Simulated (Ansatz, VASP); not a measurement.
One calculation of Ta2N, two programs

INCAR

```
ALGO     = Normal         # electronic algorithm
EDIFF    = 1E-6           # SCF threshold, eV
ENCUT    = 520            # plane-wave cutoff, eV
ISIF     = 2              # what is computed and relaxed
ISMEAR   = 0              # smearing method
LASPH    = T              # aspherical terms in the spheres
LCHARG   = F              # write CHGCAR
LREAL    = F              # projectors in reciprocal space
LWAVE    = F              # write WAVECAR
NBANDS   = 50             # bands
NELM     = 100            # most SCF steps
PREC     = Accurate       # precision mode
SIGMA    = 0.15           # smearing width, eV
```

KPOINTS

```
k-points
0
Gamma
  9 9 8
```

Contents of POSCAR:

```
Ta2N
1.0
    5.3004953848      0.0000000000      0.0000000000
   -2.6502476924      4.5903636559      0.0000000000
    0.0000000000      0.0000000000      4.7524241620
Ta N
6 3
Direct
    0.6310702833      0.6310702833      0.7526041962
    0.0000000000      0.3689297167      0.7526041962
    0.3689297167      0.0000000000      0.7526041962
    0.3689297167      0.3689297167      0.2473958038
    0.0000000000      0.6310702833      0.2473958038
    0.6310702833      0.0000000000      0.2473958038
    0.6666666667      0.3333333333      0.5000000000
    0.3333333333      0.6666666667      0.5000000000
    0.0000000000      0.0000000000      0.0000000000
```

Input for Ansatz:

```yaml
crystal:
  lattice:
    - [5.3004953848, 0.0, 0.0]
    - [-2.6502476924, 4.5903636559, 0.0]
    - [0.0, 0.0, 4.752424162]
  atoms:
    - { symbol: Ta, position: [0.6310702833, 0.6310702833, 0.7526041962] }
    - { symbol: Ta, position: [0.0, 0.3689297167, 0.7526041962] }
    - { symbol: Ta, position: [0.3689297167, 0.0, 0.7526041962] }
    - { symbol: Ta, position: [0.3689297167, 0.3689297167, 0.2473958038] }
    - { symbol: Ta, position: [0.0, 0.6310702833, 0.2473958038] }
    - { symbol: Ta, position: [0.6310702833, 0.0, 0.2473958038] }
    - { symbol: "N", position: [0.6666666667, 0.3333333333, 0.5] }
    - { symbol: "N", position: [0.3333333333, 0.6666666667, 0.5] }
    - { symbol: "N", position: [0.0, 0.0, 0.0] }
basis:
  ecutwfc: 520.0
kpoints:
  mp_grid: { grid: [9, 9, 8] }
hamiltonian:
  xc: lda
  pseudopotentials: { kind: paw, azcp: { folder: soft_1 } }
scf:
  occupations: { method: gaussian, width: 0.15 }
output:
  forces: true
  stress: true
  eigenvalues: true
  write_density: true
  write_potential: true
  elf: true
  volumetric_format: npy
```

Alike in both runs: task single point; functional LDA; k mesh 9 × 9 × 8; occupations gaussian, width 0.15 eV; no spin polarisation.

|  | VASP | Ansatz |
| --- | --- | --- |
| version | VASP 6.6.1 | Ansatz 0.2.0 |
| potentials or method | VASP PAW LDA potentials, release 64 (Ta_pv, N), cutoff 520 eV | scalar-relativistic, plane waves, PAW |
| valence electrons in the cell | 81 | 93 |

VASP gave:

| Property | Result |
| --- | --- |
| gap on the k mesh at the Fermi level (eV) | none |
| pressure (GPa) | 12.1 |
| traceless stress, the component that is largest in VASP (GPa) | 7.90 |
| rms of the force components (eV/Å) | 2.328 |

Estimate Ansatz's values.

gap on the k mesh at the Fermi level (eV): none; pressure (GPa): 10.4; traceless stress, the component that is largest in VASP (GPa): 7.90; rms of the force components (eV/Å): 2.306.

Ansatz warns that its potentials were made for another functional, while VASP's fit it. LDA's correlation is that of Perdew and Zunger in VASP and of Perdew and Wang (1992) in Ansatz. Atom by atom the forces differ by 0.025 eV/Å (rms over components). A gap of «none» marks a metal or a gap that the smearing closes. VASP's potentials hold 81 valence electrons a cell and Ansatz's 93, so a difference there can come from the potentials and not from the codes.

Neither program's run includes spin-orbit coupling.
